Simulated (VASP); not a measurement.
Wanted: the native input for a VASP 6.6.1 run.

* Task: single point
* Functional: r2SCAN
* Dispersion: D4
* Potentials or basis: VASP PAW PBE potentials, release 64 (Pd)
* Cutoff: 520 eV
* k mesh: 12 × 12 × 12
* Occupations: fermi-dirac, width 0.05 eV
* Spin: no spin polarisation
* Dipole correction: no
* Further INCAR settings: ALGO = Normal; EDIFF = 1e-07; NBANDS = 11

Pd:

```
Pd
1.0
     0.00000    1.94650    1.94650
     1.94650    0.00000    1.94650
     1.94650    1.94650    0.00000
Pd
1
Cartesian
  0.0000 0.0000 0.0000
```

The input as run:

POSCAR

```
Pd
1.0
    0.0000000000      1.9465000000      1.9465000000
    1.9465000000      0.0000000000      1.9465000000
    1.9465000000      1.9465000000      0.0000000000
Pd
1
Direct
    0.0000000000      0.0000000000      0.0000000000
```

INCAR.step1

```
SYSTEM = Pd
PREC = Accurate ; ENCUT = 520
ISMEAR = -1 ; SIGMA = 0.05
LREAL = .False. ; LASPH = .True.
NELM = 80 ; NBANDS = 11
GGA = PE ; ALGO = Normal
EDIFF = 1E-4 ; LWAVE = .True.
LCHARG = .False.
```

INCAR.step2

```
SYSTEM = Pd
PREC = Accurate ; ENCUT = 520
EDIFF = 1E-7 ; ISMEAR = -1
SIGMA = 0.05 ; LREAL = .False.
LASPH = .True. ; NELM = 80
ALGO = Normal ; ISIF = 2
LWAVE = .False. ; LCHARG = .True.
METAGGA = R2SCAN ; LMIXTAU = .True.
IVDW = 13 ; VDW_S6 = 1.0
VDW_S8 = 0.6018749 ; VDW_A1 = 0.51559235
VDW_A2 = 5.77342911 ; LELF = .True.
LVHAR = .True. ; NBANDS = 11
ISTART = 1
```

KPOINTS

```
regular mesh
0
Gamma
  12 12 12
  0 0 0
```

Potentials or basis: VASP PAW PBE potentials, release 64 (Pd).

Run with:

```sh
$ cat potpaw_PBE.64/Pd/POTCAR > POTCAR
$ cp INCAR.step1 INCAR
$ mpirun -np 1 vasp_std > vasp.out
$ cp INCAR.step2 INCAR
$ mpirun -np 1 vasp_std > vasp.out
```

It gave:

```yaml
Pressure: 1.2 GPa
Band_gap_on_the_k_mesh: zero (band 5 reaches 9.91 eV, above the bottom of band 6 at 8.23 eV)
Dispersion_energy_per_atom: -0.169 eV
```

Caveat: the PAW data sets were made with another functional, which shifts forces and pressure a little; pairwise dispersion overbinds metals, which lowers pressure and volume.

Wall time 46 s on 1 thread of AMD EPYC 9R45 (Zen 5) (shared host), peak memory 0.1 GiB.
